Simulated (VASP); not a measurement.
# PbS (I4/mmm) in VASP: a series of runs

Runs on PbS. Level: PBE. Tasks: single point.

All numbers are computed with VASP 6.6.1; they aren't measurements. Logs are shortened: lines on timing, memory, paths and dates and some standing lists are left out, and cuts for length are marked.

## (1) The cell of the first run

The structure is tetragonal, space group I4/mmm (No. 139). The conventional cell has a = 4.256 Å, b = 4.256 Å, c = 6.108 Å, α = 90.00°, β = 90.00°, γ = 90.00°. Within 4.0 Å of Pb (site symmetry 4/mmm) lie 6 S at 3.01 to 3.05 Å. S (site symmetry 4/mmm) has 6 Pb at 3.01 to 3.05 Å within 4.0 Å.

## (2) Single point, PBE (strain +0.015 along x and y, +0.030 along z)

Input file INCAR:

```
PREC = Accurate
ENCUT = 520
EDIFF = 1E-6
ISMEAR = 0
SIGMA = 0.03
LREAL = F
LASPH = T
NELM = 60
ALGO = Normal
ISIF = 2
LWAVE = F
LCHARG = T
GGA = PE
LELF = T
LVHAR = T
NBANDS = 17
```

Input file KPOINTS:

```
regular mesh
0
Gamma
  10 10 10
```

Input file POSCAR:

```
PbS
1.0
    0.0000000000      3.0094750000      3.0539500000
    3.0094750000      0.0000000000      3.0539500000
    3.0094750000      3.0094750000      0.0000000000
Pb S
1 1
Direct
    0.0000000000      0.0000000000      0.0000000000
    0.5000000000      0.5000000000      0.5000000000
```

Potentials or basis: VASP PAW PBE potentials, release 64 (Pb_d, S).

Launch:

```console
$ cat potpaw_PBE.64/Pb_d/POTCAR potpaw_PBE.64/S/POTCAR > POTCAR
$ mpirun -np 1 vasp_std > vasp.out
```

OUTCAR:

```text
PREC = Accurate
   ENCUT = 520
   EDIFF = 1E-6
   ISMEAR = 0
   LREAL = F
   LASPH = T
   NELM = 60
   ISIF = 2
   GGA = PE

 ion  position               nearest neighbor table
   1  0.000  0.000  0.000-   2 3.01   2 3.01   2 3.01   2 3.01   2 3.05   2 3.05
   2  0.500  0.500  0.500-   1 3.01   1 3.01   1 3.01   1 3.01   1 3.05   1 3.05

  LATTYP: Found a body centered tetragonal cell.
 ALAT       =     4.2560403606
 C/A-ratio  =     1.4351132702

  Lattice vectors:

 A1 = (  -3.0094750000,   0.0000000000,   3.0539500000)
 A2 = (   3.0094750000,   0.0000000000,   3.0539500000)
 A3 = (   0.0000000000,   3.0094750000,  -3.0539500000)

Analysis of symmetry for initial positions (statically):
=====================================================================
 Subroutine PRICEL returns:
 Original cell was already a primitive cell.

 Routine SETGRP: Setting up the symmetry group for a
 body centered tetragonal supercell.

 Subroutine GETGRP returns: Found 16 space group operations
 (whereof 16 operations were pure point group operations)
 out of a pool of 16 trial point group operations.

The static configuration has the point symmetry D_4h.

Analysis of symmetry for dynamics (positions and initial velocities):
=====================================================================
 Subroutine PRICEL returns:
 Original cell was already a primitive cell.

 Routine SETGRP: Setting up the symmetry group for a
 body centered tetragonal supercell.

 Subroutine GETGRP returns: Found 16 space group operations
 (whereof 16 operations were pure point group operations)
 out of a pool of 16 trial point group operations.

The dynamic configuration has the point symmetry D_4h.

 Subroutine INISYM returns: Found 16 space group operations
 (whereof 16 operations are pure point group operations),
 and found     1 'primitive' translations

----------------------------------------------------------------------------------------

                                     Primitive cell

  volume of cell :      55.3189

  direct lattice vectors                    reciprocal lattice vectors
     0.000000000  3.009475000  3.053950000    -0.166141935  0.166141935  0.163722392
     3.009475000  0.000000000  3.053950000     0.166141935 -0.166141935  0.163722392
     3.009475000  3.009475000  0.000000000     0.166141935  0.166141935 -0.163722392

  length of vectors
     4.287604270  4.287604270  4.256040361     0.286376163  0.286376163  0.286376163

  position of ions in fractional coordinates (direct lattice)
     0.000000000  0.000000000  0.000000000
     0.500000000  0.500000000  0.500000000

  ion indices of the primitive-cell ions
   primitive index   ion index
                 1           1
                 2           2

----------------------------------------------------------------------------------------

 KPOINTS: regular mesh

Automatic generation of k-mesh.
 Grid dimensions read from file:
 generate k-points for:   10   10   10

 Generating k-lattice:

  Cartesian coordinates                     Fractional coordinates (reciprocal lattice)
    -0.016614194  0.016614194  0.016372239     0.100000000  0.000000000  0.000000000
     0.016614194 -0.016614194  0.016372239     0.000000000  0.100000000  0.000000000
     0.016614194  0.016614194 -0.016372239    -0.000000000 -0.000000000  0.100000000

  Length of vectors
     0.028637616  0.028637616  0.028637616

  Shift w.r.t. Gamma in fractional coordinates (k-lattice)
     0.000000000  0.000000000  0.000000000

 Subroutine IBZKPT returns following result:
 ===========================================

 Found    102 irreducible k-points:

 Following reciprocal coordinates:
            Coordinates               Weight
  0.000000  0.000000  0.000000      1.000000
  0.100000  0.000000  0.000000      8.000000
  0.200000  0.000000  0.000000      8.000000
  0.300000 -0.000000  0.000000      8.000000
  0.400000  0.000000  0.000000      8.000000
  0.500000  0.000000  0.000000      4.000000
[... 16 lines left out ...]
  0.300000  0.300000  0.000000      2.000000
  0.400000  0.300000  0.000000      8.000000
 [... further k-points ...]
   k-points           NKPTS =    102   k-points in BZ     NKDIM =    102   number of bands    NBANDS=     17
   number of dos      NEDOS =    301   number of ions     NIONS =      2
   total plane-waves  NPLWV =  32768
   dimension x,y,z NGX =    32 NGY =   32 NGZ =   32
   dimension x,y,z NGXF=    64 NGYF=   64 NGZF=   64
   ions per type =               1   1
   NGX,Y,Z   is equivalent  to a cutoff of  12.41, 12.41, 12.50 a.u.
   NGXF,Y,Z  is equivalent  to a cutoff of  24.82, 24.82, 25.00 a.u.
 SYSTEM =  unknown system
   PREC   = accura    normal or accurate (medium, high low for compatibility)
   ISTART =      0    job   : 0-new  1-cont  2-samecut
   ICHARG =      2    charge: 1-file 2-atom 10-const
   ISPIN  =      1    spin polarized calculation?
   LNONCOLLINEAR =      F non collinear calculations
   LSORBIT =      F    spin-orbit coupling
   LASPH  =      T    aspherical Exc in radial PAW
   ENCUT  =  520.0 eV  38.22 Ry    6.18 a.u.   7.97  7.97  7.91*2*pi/ulx,y,z
   NELM   =     60;   NELMIN=  2; NELMDL= -5     # of ELM steps
   EDIFF  = 0.1E-05   stopping-criterion for ELM
   LREAL  =      F    real-space projection
   EDIFFG = 0.1E-04   stopping-criterion for IOM
   NSW    =      0    number of steps for IOM
   IBRION =     -1    ionic relax: 0-MD 1-quasi-New 2-CG
   NFREE  =      0    steps in history (QN), initial steepest desc. (CG)
   ISIF   =      2    stress and relaxation
   ISYM   =      2    0-nonsym 1-usesym 2-fastsym
   POTIM  = 0.5000    time-step for ionic-motion
   TEBEG  =    0.0;   TEEND  =   0.0 temperature during run
   PSTRESS=    0.0 pullay stress
   NELECT =      20.0000    total number of electrons
   NUPDOWN=      -1.0000    fix difference up-down
   EMIN   =  10.00;   EMAX   =-10.00  energy-range for DOS
   EFERMI =   0.00;   METHOD = LEGACY
   ISMEAR =     0;   SIGMA  =   0.03  broadening in eV -4-tet -1-fermi 0-gaus
   EFERMI_NEDOS =   21; number of points for ismear=-14 and -15
   IALGO  =     38    algorithm
   IMIX   =      4    mixing-type and parameters
     AMIX     =   0.40;   BMIX     =  1.00
     AMIX_MAG =   1.60;   BMIX_MAG =  1.00
  volume/ion in A,a.u.               =      27.66       186.66
  Fermi-wavevector in a.u.,A,eV,Ry     =   1.166255  2.203903 18.505989  1.360152
  Thomas-Fermi vector in A             =   2.302771
   LORBIT       =      0    0 simple, 1 ext, 2 COOP (PROOUT), +10 PAW based schemes
   GGA     = PE    functional components
   LHFCALC =     F    Hartree Fock is set to
   AEXX    =    0.0000 exact exchange contribution
   IVDW    =     0    specifies the selected vdW correction
   LEPSILON=     F    determine dielectric tensor
   LRPA    =     F    only Hartree local field effects (RPA)
 non-spin polarized calculation
 Gauss-broadening in eV      SIGMA  =   0.03
  energy-cutoff  :      520.00
  volume of cell :       55.32
 maximum number of plane-waves:      1508
   NGX = 15   NGY = 15   NGZ = 15

 number of electron      20.0000005 magnetization

 Free energy of the ion-electron system (eV)
  ---------------------------------------------------
  ext. energy  EPLUGINS =         0.00000000
  ---------------------------------------------------
  free energy    TOTEN  =        -8.76372203 eV

  energy without entropy =       -8.76372203  energy(sigma->0) =       -8.76372203

 E-fermi :   5.2125     XC(G=0):  -9.4091

 val. band max:        5.0227119166   @ k =   0.5000   0.0000   0.0000
 cond. band min:       5.5788927781   @ k =   0.5000   0.0000   0.0000
 fundamental gap:      0.5561808614
 Fermi energy:         5.2125277906

 k-point     1 :       0.0000    0.0000    0.0000
  band No.  band energies     occupation
      1     -11.6689      2.00000
      2     -11.6689      2.00000
      3     -11.6638      2.00000
      4     -11.6555      2.00000
      5     -11.6439      2.00000
      6      -8.0139      2.00000
[... 9 lines left out ...]
     16      11.9788      0.00000
     17      13.8812      0.00000

 k-point     2 :       0.1000    0.0000    0.0000
  band No.  band energies     occupation
      1     -11.6682      2.00000
      2     -11.6668      2.00000
      3     -11.6625      2.00000
      4     -11.6557      2.00000
      5     -11.6450      2.00000
      6      -7.9360      2.00000
[... 9 lines left out ...]
     16      12.2058      0.00000
     17      14.4856      0.00000

 k-point     3 :       0.2000    0.0000    0.0000
  band No.  band energies     occupation
      1     -11.6679      2.00000
      2     -11.6643      2.00000
      3     -11.6642      2.00000
      4     -11.6491      2.00000
      5     -11.6450      2.00000
      6      -7.7138      2.00000
[... 9 lines left out ...]
     16      12.7527      0.00000
     17      15.8443      0.00000

 k-point     4 :       0.3000   -0.0000    0.0000
  band No.  band energies     occupation
      1     -11.6727      2.00000
      2     -11.6674      2.00000
      3     -11.6645      2.00000
      4     -11.6387      2.00000
      5     -11.6380      2.00000
      6      -7.3892      2.00000
[... 9 lines left out ...]
     16      13.5711      0.00000
     17      17.0612      0.00000
[... 343 lines left out ...]
      1     -11.6750      2.00000
      2     -11.6645      2.00000
      3     -11.6587      2.00000
      4     -11.6516      2.00000
      5     -11.6339      2.00000
      6      -7.2690      2.00000
[... 9 lines left out ...]
     16      14.7008      0.00000
     17      15.2596      0.00000

 k-point    23 :       0.3000    0.3000    0.0000
  band No.  band energies     occupation
      1     -11.7160      2.00000
      2     -11.6762      2.00000
      3     -11.6387      2.00000
      4     -11.6387      2.00000
      5     -11.6313      2.00000
      6      -7.1959      2.00000
[... 9 lines left out ...]
     16      15.5472      0.00000
     17      15.8337      0.00000

 k-point    24 :       0.4000    0.3000    0.0000
  band No.  band energies     occupation
      1     -11.7297      2.00000
      2     -11.6758      2.00000
      3     -11.6375      2.00000
      4     -11.6338      2.00000
      5     -11.6263      2.00000
      6      -6.9529      2.00000
[... 9 lines left out ...]
     16      15.9800      0.00000
     17      16.6262      0.00000

 [... further k-points ...]
[... 5 lines left out ...]
  --------------------------------------------------------------------------------------
  -------------------------------------------------------------------------------------
  Total       -0.1971594     -0.1971594     -0.6782383      0.0000000      0.0000000      0.0000000
  in kB       -5.7102442     -5.7102442    -19.6435296      0.0000000      0.0000000      0.0000000
  external PRESSURE =     -10.3546727 kB  Pullay stress =       0.0000000 kB

 VOLUME and BASIS-vectors are now :
 -----------------------------------------------------------------------------
  energy-cutoff  :      520.00
  volume of cell :       55.32
      direct lattice vectors                 reciprocal lattice vectors
     0.000000000  3.009475000  3.053950000    -0.166141935  0.166141935  0.163722392
     3.009475000  0.000000000  3.053950000     0.166141935 -0.166141935  0.163722392
     3.009475000  3.009475000  0.000000000     0.166141935  0.166141935 -0.163722392

 POSITION                                       TOTAL-FORCE (eV/Angst)
 -----------------------------------------------------------------------------------
      0.00000      0.00000      0.00000        -0.000000      0.000000     -0.000000
      3.00948      3.00948      3.05395         0.000000     -0.000000      0.000000
 -----------------------------------------------------------------------------------
    total drift:                                0.000000     -0.000000     -0.000000

  FREE ENERGIE OF THE ION-ELECTRON SYSTEM (eV)
  ---------------------------------------------------
  free  energy   TOTEN  =        -8.7637220319 eV

  energy  without entropy=       -8.7637220319  energy(sigma->0) =       -8.76372203
```

It took 59 s on 1 thread of AMD EPYC 9R45 (Zen 5), shared host; peak memory 0.2 GiB.

What came out:

```yaml
Free_energy: -8.7637 eV
Pressure: -1.0 GPa
Band_gap_on_the_k_mesh: 0.56 eV, direct
```

Levels at points of the mesh, in eV from the valence-band top:
```
           k point  band 6  band 7  band 8  band 9  band 10  band 11  band 12  band 13  band 14  band 15
(0.00, 0.00, 0.00)  -13.04   -6.09   -1.88   -1.88    -1.76     4.89     5.19     5.19     6.87     6.96
(0.50, 0.00, 0.00)  -11.93   -8.48   -1.50   -1.48     0.00     0.56     2.09     2.17     8.64    10.23
(0.50, 0.50, 0.00)  -11.64   -7.03   -4.64   -3.00    -3.00     4.20     5.32     5.57     5.57    11.19
(0.50, 0.00, 0.50)  -11.57   -7.10   -4.66   -3.10    -2.95     4.15     5.34     5.49     5.64    11.13
```

Caveat: the cell differs from its parent crystal (strain +0.015 along x and y, +0.030 along z); spin-orbit coupling is left out, which moves the levels of the heavy elements. A k mesh can miss the band edges.

## (3) Single point, PBE (strain +0.030 along x and y, +0.015 along z)

Input file INCAR:

```
SYSTEM = PbS
ALGO = Normal
EDIFF = 1E-7
ENCUT = 520
GGA = PE
ISIF = 2
ISMEAR = 0
LASPH = .TRUE.
LCHARG = .FALSE.
LREAL = .FALSE.
LWAVE = .FALSE.
NBANDS = 17
NELM = 60
PREC = Accurate
SIGMA = 0.03
```

Input file KPOINTS:

```
k-points
0
G
  10 10 10
  0 0 0
```

Input file POSCAR:

```
PbS
1.0
    0.0000000000      3.0539500000      3.0094750000
    3.0539500000      0.0000000000      3.0094750000
    3.0539500000      3.0539500000      0.0000000000
Pb S
1 1
Direct
    0.0000000000      0.0000000000      0.0000000000
    0.5000000000      0.5000000000      0.5000000000
```

Potentials or basis: VASP PAW PBE potentials, release 64 (Pb_d, S).

Launch:

```console
$ cat potpaw_PBE.64/Pb_d/POTCAR potpaw_PBE.64/S/POTCAR > POTCAR
$ mpirun -np 1 vasp_std > vasp.out
```

Wall time 76 s (1 thread of AMD EPYC 9R45 (Zen 5), shared host); peak memory 0.2 GiB.

The run converged. Its results:

| Quantity | Value |
| --- | --- |
| Free energy | -8.7569 eV |
| Pressure | -1.7 GPa |
| Band gap on the k mesh | 0.60 eV, direct |

Stress tensor (GPa, compression positive):
```
-2.18  0.00  0.00
 0.00 -2.18  0.00
 0.00  0.00 -0.81
```

Levels at points of the mesh, in eV from the valence-band top:
```csv
k point,band 7,band 8,band 9,band 10,band 11,band 12,band 13,band 14
"(0.00, 0.00, 0.00)",-6.10,-1.84,-1.72,-1.72,4.95,4.95,5.26,6.94
"(0.50, 0.00, 0.00)",-8.39,-1.43,-1.41,0.00,0.60,2.13,2.21,8.63
"(0.50, 0.50, 0.00)",-7.09,-4.55,-2.93,-2.93,4.20,5.41,5.41,5.50
"(0.50, 0.00, 0.50)",-7.03,-4.52,-2.98,-2.84,4.25,5.33,5.35,5.65
```

Caveat: the cell differs from its parent crystal (strain +0.030 along x and y, +0.015 along z); spin-orbit coupling is left out, which moves the levels of the heavy elements. A k mesh can miss the band edges.
